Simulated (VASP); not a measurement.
# Sn (I4/mmm) in VASP: settings compared

Aim: see how the results for Sn move with the level of theory and the settings. Levels: PBE+D3(BJ), PBEsol-based screened hybrid, B3LYP. Tasks: relaxation of cell and atoms, single point.

Program: VASP 6.6.1. These are calculated values, not measurements. Logs are shortened: lines on timing, memory, paths and dates and some standing lists are left out, and cuts for length are marked.

### Step 1. The cell of the first run

The structure is tetragonal, space group I4/mmm (No. 139). The conventional cell has a = 4.058 Å, b = 4.058 Å, c = 3.322 Å, α = 90.00°, β = 90.00°, γ = 90.00°. Sn (site symmetry 4/mmm) has 14 Sn at 3.32 to 4.06 Å within 4.4 Å.

### Step 2. Relaxation of cell and atoms, PBE+D3(BJ)

INCAR

```
SYSTEM = Sn
PREC = Accurate
ENCUT = 600
EDIFF = 1E-6
ISMEAR = -1
SIGMA = 0.05
LREAL = .False.
LASPH = .True.
NELM = 60
ALGO = Fast
ISIF = 3
LWAVE = .False.
LCHARG = .False.
GGA = PE
IVDW = 12
IBRION = 2
NSW = 60
EDIFFG = -0.01
```

KPOINTS

```
Automatic mesh
0
Gamma
  10 10 10
  0 0 0
```

POSCAR

```
Sn
1.0
   -2.0291894110      2.0291894110      1.6607599896
    2.0291894110     -2.0291894110      1.6607599896
    2.0291894110      2.0291894110     -1.6607599896
Sn
1
Direct
    0.0000000000      0.0000000000      0.0000000000
```

Potentials or basis: VASP PAW PBE potentials, release 64 (Sn_d).

Launch:

```
$ cat potpaw_PBE.64/Sn_d/POTCAR > POTCAR
$ mpirun -np 1 vasp_std > vasp.out
```

OUTCAR:

```text
SYSTEM = Sn
   PREC = Accurate
   ENCUT = 600
   EDIFF = 1E-6
   ISMEAR = -1
   LREAL = .False.
   LASPH = .True.
   NELM = 60
   ISIF = 3
   GGA = PE
   IVDW = 12
   IBRION = 2
   NSW = 60
   EDIFFG = -0.01
 IVDW          = 12

 ion  position               nearest neighbor table
   1  0.000  0.000  0.000-

  LATTYP: Found a body centered tetragonal cell.
 ALAT       =     4.0583788220
 C/A-ratio  =     0.8184351745

  Lattice vectors:

 A1 = (  -2.0291894110,   2.0291894110,   1.6607599896)
 A2 = (   2.0291894110,  -2.0291894110,   1.6607599896)
 A3 = (   2.0291894110,   2.0291894110,  -1.6607599896)

Analysis of symmetry for initial positions (statically):
=====================================================================
 Subroutine PRICEL returns:
 Original cell was already a primitive cell.

 Routine SETGRP: Setting up the symmetry group for a
 body centered tetragonal supercell.

 Subroutine GETGRP returns: Found 16 space group operations
 (whereof 16 operations were pure point group operations)
 out of a pool of 16 trial point group operations.

The static configuration has the point symmetry D_4h.

Analysis of symmetry for dynamics (positions and initial velocities):
=====================================================================
 Subroutine PRICEL returns:
 Original cell was already a primitive cell.

 Routine SETGRP: Setting up the symmetry group for a
 body centered tetragonal supercell.

 Subroutine GETGRP returns: Found 16 space group operations
 (whereof 16 operations were pure point group operations)
 out of a pool of 16 trial point group operations.

The dynamic configuration has the point symmetry D_4h.

 Subroutine INISYM returns: Found 16 space group operations
 (whereof 16 operations are pure point group operations),
 and found     1 'primitive' translations

----------------------------------------------------------------------------------------

                                     Primitive cell

  volume of cell :      27.3534

  direct lattice vectors                    reciprocal lattice vectors
    -2.029189411  2.029189411  1.660759990     0.000000000  0.246403809  0.301066983
     2.029189411 -2.029189411  1.660759990     0.246403809  0.000000000  0.301066983
     2.029189411  2.029189411 -1.660759990     0.246403809  0.246403809  0.000000000

  length of vectors
     3.315621069  3.315621069  3.315621069     0.389045197  0.389045197  0.348467608

  position of ions in fractional coordinates (direct lattice)
     0.000000000  0.000000000  0.000000000

  ion indices of the primitive-cell ions
   primitive index   ion index
                 1           1

----------------------------------------------------------------------------------------

 KPOINTS: Automatic mesh

Automatic generation of k-mesh.
 Grid dimensions read from file:
 generate k-points for:   10   10   10

 Generating k-lattice:

  Cartesian coordinates                     Fractional coordinates (reciprocal lattice)
     0.000000000  0.024640381  0.030106698     0.100000000 -0.000000000  0.000000000
     0.024640381  0.000000000  0.030106698    -0.000000000  0.100000000  0.000000000
     0.024640381  0.024640381  0.000000000     0.000000000  0.000000000  0.100000000

  Length of vectors
     0.038904520  0.038904520  0.034846761

  Shift w.r.t. Gamma in fractional coordinates (k-lattice)
     0.000000000  0.000000000  0.000000000

 Subroutine IBZKPT returns following result:
 ===========================================

 Found    102 irreducible k-points:

 Following reciprocal coordinates:
            Coordinates               Weight
  0.000000  0.000000  0.000000      1.000000
  0.100000  0.000000  0.000000      8.000000
  0.200000  0.000000  0.000000      8.000000
  0.300000  0.000000  0.000000      8.000000
  0.400000  0.000000  0.000000      8.000000
  0.500000  0.000000  0.000000      4.000000
[... 16 lines left out ...]
  0.300000  0.300000  0.000000      8.000000
  0.400000  0.300000  0.000000     16.000000
 [... further k-points ...]
   k-points           NKPTS =    102   k-points in BZ     NKDIM =    102   number of bands    NBANDS=     11
   number of dos      NEDOS =    301   number of ions     NIONS =      1
   total plane-waves  NPLWV =  21952
   dimension x,y,z NGX =    28 NGY =   28 NGZ =   28
   dimension x,y,z NGXF=    56 NGYF=   56 NGZF=   56
   ions per type =               1
   NGX,Y,Z   is equivalent  to a cutoff of  14.04, 14.04, 14.04 a.u.
   NGXF,Y,Z  is equivalent  to a cutoff of  28.08, 28.08, 28.08 a.u.
 SYSTEM =  Sn
   PREC   = accura    normal or accurate (medium, high low for compatibility)
   ISTART =      0    job   : 0-new  1-cont  2-samecut
   ICHARG =      2    charge: 1-file 2-atom 10-const
   ISPIN  =      1    spin polarized calculation?
   LNONCOLLINEAR =      F non collinear calculations
   LSORBIT =      F    spin-orbit coupling
   LASPH  =      T    aspherical Exc in radial PAW
   ENCUT  =  600.0 eV  44.10 Ry    6.64 a.u.   6.62  6.62  6.62*2*pi/ulx,y,z
   NELM   =     60;   NELMIN=  2; NELMDL= -5     # of ELM steps
   EDIFF  = 0.1E-05   stopping-criterion for ELM
   LREAL  =      F    real-space projection
   EDIFFG = -.1E-01   stopping-criterion for IOM
   NSW    =     60    number of steps for IOM
   IBRION =      2    ionic relax: 0-MD 1-quasi-New 2-CG
   NFREE  =      1    steps in history (QN), initial steepest desc. (CG)
   ISIF   =      3    stress and relaxation
   ISYM   =      2    0-nonsym 1-usesym 2-fastsym
   POTIM  = 0.5000    time-step for ionic-motion
   TEBEG  =    0.0;   TEEND  =   0.0 temperature during run
   PSTRESS=    0.0 pullay stress
   NELECT =      14.0000    total number of electrons
   NUPDOWN=      -1.0000    fix difference up-down
   EMIN   =  10.00;   EMAX   =-10.00  energy-range for DOS
   EFERMI =   0.00;   METHOD = LEGACY
   ISMEAR =    -1;   SIGMA  =   0.05  broadening in eV -4-tet -1-fermi 0-gaus
   EFERMI_NEDOS =   21; number of points for ismear=-14 and -15
   IALGO  =     68    algorithm
   IMIX   =      4    mixing-type and parameters
     AMIX     =   0.40;   BMIX     =  1.00
     AMIX_MAG =   1.60;   BMIX_MAG =  1.00
  volume/ion in A,a.u.               =      27.35       184.59
  Fermi-wavevector in a.u.,A,eV,Ry     =   1.309524  2.474642 23.331997  1.714853
  Thomas-Fermi vector in A             =   2.440117
   LORBIT       =      0    0 simple, 1 ext, 2 COOP (PROOUT), +10 PAW based schemes
   GGA     = PE    functional components
   LHFCALC =     F    Hartree Fock is set to
   AEXX    =    0.0000 exact exchange contribution
   IVDW    =    12    specifies the selected vdW correction
   LEPSILON=     F    determine dielectric tensor
   LRPA    =     F    only Hartree local field effects (RPA)
 conjugate gradient relaxation of ions
 non-spin polarized calculation
 RMM-DIIS sequential band-by-band and
  energy-cutoff  :      600.00
  volume of cell :       27.35
 maximum number of plane-waves:       937
   NGX = 13   NGY = 13   NGZ = 13

--------------------------------------- Ionic step        1  -------------------------------------------

 number of electron      14.0000001 magnetization

 Free energy of the ion-electron system (eV)
  ---------------------------------------------------
  ext. energy  EPLUGINS =         0.00000000
  ---------------------------------------------------
  free energy    TOTEN  =        -3.77917830 eV

  energy without entropy =       -3.77445699  energy(sigma->0) =       -3.77681764

------------------------ aborting loop because EDIFF is reached ----------------------------------------

 Edisp (eV)   -0.38293

 E8    (eV) :    -0.1840

  FORCE on cell =-STRESS in cart. coord.  units (eV):
  Direction    XX          YY          ZZ          XY          YZ          ZX
  --------------------------------------------------------------------------------------
  -------------------------------------------------------------------------------------
  Total      -0.29691    -0.29691    -0.08423     0.00000     0.00000     0.00000
  in kB     -17.39073   -17.39073    -4.93346     0.00000     0.00000     0.00000
  external pressure =      -13.24 kB  Pullay stress =        0.00 kB
[... 254 lines left out ...]
  energy  without entropy=       -4.1623647887  energy(sigma->0) =       -4.16471077

--------------------------------------- Ionic step        8  -------------------------------------------

 number of electron      13.9999996 magnetization

 Free energy of the ion-electron system (eV)
  ---------------------------------------------------
  ext. energy  EPLUGINS =         0.00000000
  ---------------------------------------------------
  free energy    TOTEN  =        -3.77241271 eV

  energy without entropy =       -3.76770278  energy(sigma->0) =       -3.77005774

 E-fermi :   8.3351     XC(G=0): -10.4730

 val. band max:        8.3297147915   @ k =  -0.3000  -0.4000   0.3000
 cond. band min:       8.3808121452   @ k =   0.4000   0.3000   0.1000
 fundamental gap:      0.0510973537
 Fermi energy:         8.3350921950

 k-point     1 :       0.0000    0.0000    0.0000
  band No.  band energies     occupation
      1     -13.2339      2.00000
      2     -13.1602      2.00000
      3     -13.1602      2.00000
      4     -13.1396      2.00000
      5     -13.0260      2.00000
      6      -2.9060      2.00000
      7      15.4722      0.00000
      8      15.4722      0.00000
      9      17.8598      0.00000
     10      18.9631      0.00000
     11      20.1789      0.00000
[... 309 lines left out ...]
 k-point    24 :       0.4000    0.3000    0.0000
  band No.  band energies     occupation
      1     -13.2083      2.00000
      2     -13.1198      2.00000
      3     -13.0911      2.00000
      4     -13.0568      2.00000
      5     -13.0332      2.00000
      6       2.3444      2.00000
      7       5.6879      2.00000
      8       7.1461      2.00000
      9      12.8586      0.00000
     10      17.8054      0.00000
     11      19.8936      0.00000

 [... further k-points ...]

------------------------ aborting loop because EDIFF is reached ----------------------------------------

 Edisp (eV)   -0.39465

 E8    (eV) :    -0.1895

  FORCE on cell =-STRESS in cart. coord.  units (eV):
  Direction    XX          YY          ZZ          XY          YZ          ZX
  --------------------------------------------------------------------------------------
  -------------------------------------------------------------------------------------
  Total      -0.00557    -0.00557     0.00272     0.00000    -0.00000     0.00000
  in kB      -0.33626    -0.33626     0.16441     0.00000    -0.00000     0.00000
  external pressure =       -0.17 kB  Pullay stress =        0.00 kB
[... 16 lines left out ...]
  FREE ENERGIE OF THE ION-ELECTRON SYSTEM (eV)
  ---------------------------------------------------
  free  energy   TOTEN  =        -4.1670585195 eV

  energy  without entropy=       -4.1623485805  energy(sigma->0) =       -4.16470355

 reached required accuracy - stopping structural energy minimisation
```

It took 1.8 min on 1 thread of Intel Xeon Platinum 8559C (Emerald Rapids), shared host; peak memory 0.19 GiB.

Results:

- Free energy: -4.1671 eV
- Relaxed volume: 26.54 Å³/atom
- Relaxed cell: a = 3.278 Å, b = 3.278 Å, c = 3.278 Å, α = 104.91°, β = 104.91°, γ = 119.05°
- Space group after relaxing (to 0.05 Å): I4/mmm (No. 139)
- Energy gained by relaxing: 5.0 meV/atom
- Ionic steps: 8
- Pressure after relaxing: 0.0 GPa
- Band gap on the k mesh: zero (band 7 reaches 15.47 eV, above the bottom of band 8 at 6.20 eV)
- Dispersion energy per atom: -0.395 eV

Step by step:
| step | energy change (eV) | largest force (eV/Å) | pressure (GPa) | volume (Å³) |
| --- | --- | --- | --- | --- |
| 1 | 0.0000 | 0.0000 | -1.32 | 27.35 |
| 2 | -0.0047 | 0.0000 | 0.18 | 26.47 |
| 3 | -0.0047 | 0.0000 | 0.08 | 26.49 |
| 4 | -0.0049 | 0.0000 | 0.04 | 26.53 |
| 5 | -0.0049 | 0.0000 | -0.05 | 26.55 |
| 6 | -0.0050 | 0.0000 | -0.07 | 26.54 |
| 7 | -0.0050 | 0.0000 | -0.05 | 26.54 |
| 8 | -0.0050 | 0.0000 | -0.02 | 26.54 |

Final structure:
```cif
data_structure
_symmetry_space_group_name_H-M 'P 1'
_symmetry_Int_Tables_number 1
_cell_length_a 3.2780
_cell_length_b 3.2780
_cell_length_c 3.2780
_cell_angle_alpha 104.906
_cell_angle_beta 104.906
_cell_angle_gamma 119.048
_cell_volume 26.54
loop_
_atom_site_label
_atom_site_type_symbol
_atom_site_fract_x
_atom_site_fract_y
_atom_site_fract_z
_atom_site_occupancy
Sn1 Sn 0.00000 0.00000 0.00000 1
```

Caveat: spin-orbit coupling is left out, which moves the levels of the heavy elements; pairwise dispersion overbinds metals, which lowers pressure and volume.

### Step 3. Single point, PBEsol-based screened hybrid

This run uses another cell than the first one, of 26.04 Å³/atom, 0.952 times its volume.

POSCAR

```
Sn
1.0
   -1.9578461060      1.9578461060      1.6984979447
    1.9578461060     -1.9578461060      1.6984979447
    1.9578461060      1.9578461060     -1.6984979447
Sn
1
Direct
    0.0000000000      0.0000000000      0.0000000000
```

INCAR.step1

```
PREC = Accurate
ENCUT = 520
EDIFF = 1E-5
ISMEAR = -1
SIGMA = 0.05
LREAL = F
LASPH = T
NELM = 80
ALGO = Normal
ISIF = 2
LWAVE = T
LCHARG = F
GGA = PE
NBANDS = 13
```

INCAR.step2

```
PREC = Accurate
ENCUT = 520
EDIFF = 1E-7
ISMEAR = -1
SIGMA = 0.05
LREAL = F
LASPH = T
NELM = 80
ALGO = Normal
ISIF = 2
LWAVE = F
LCHARG = F
GGA = PS
LHFCALC = T
AEXX = 0.25
HFSCREEN = 0.207
PRECFOCK = Normal
ISTART = 1
NBANDS = 13
```

KPOINTS

```
regular mesh
0
Gamma
  5 5 5
```

Potentials or basis: VASP PAW PBE potentials, release 64 (Sn_d).

Launch:

```
$ cat potpaw_PBE.64/Sn_d/POTCAR > POTCAR
$ cp INCAR.step1 INCAR
$ mpirun -np 1 vasp_std > vasp.out
$ cp INCAR.step2 INCAR
$ mpirun -np 1 vasp_std > vasp.out
```

Run time: 6.5 min. Hardware: 1 thread of Intel Xeon 6975P-C (Granite Rapids), shared host; peak memory 0.25 GiB.

The run converged. Its results:

```yaml
Free_energy: -4.5014 eV
Pressure: 0.0 GPa
Band_gap_on_the_k_mesh: zero (band 7 reaches 16.83 eV, above the bottom of band 8 at 7.02 eV)
```

Levels at points of the mesh, in eV from the Fermi level:
| k point | band 3 | band 4 | band 5 | band 6 | band 7 | band 8 | band 9 | band 10 | band 11 | band 12 |
| --- | --- | --- | --- | --- | --- | --- | --- | --- | --- | --- |
| (0.00, 0.00, 0.00) | -23.61 | -23.54 | -23.46 | -12.64 | 8.60 | 8.60 | 10.47 | 12.16 | 13.40 | 13.40 |

Caveat: the k points lie up to 0.49 Å⁻¹ apart; the PAW data sets were made with another functional, which shifts forces and pressure a little; spin-orbit coupling is left out, which moves the levels of the heavy elements.

[end of part 1 of 2]
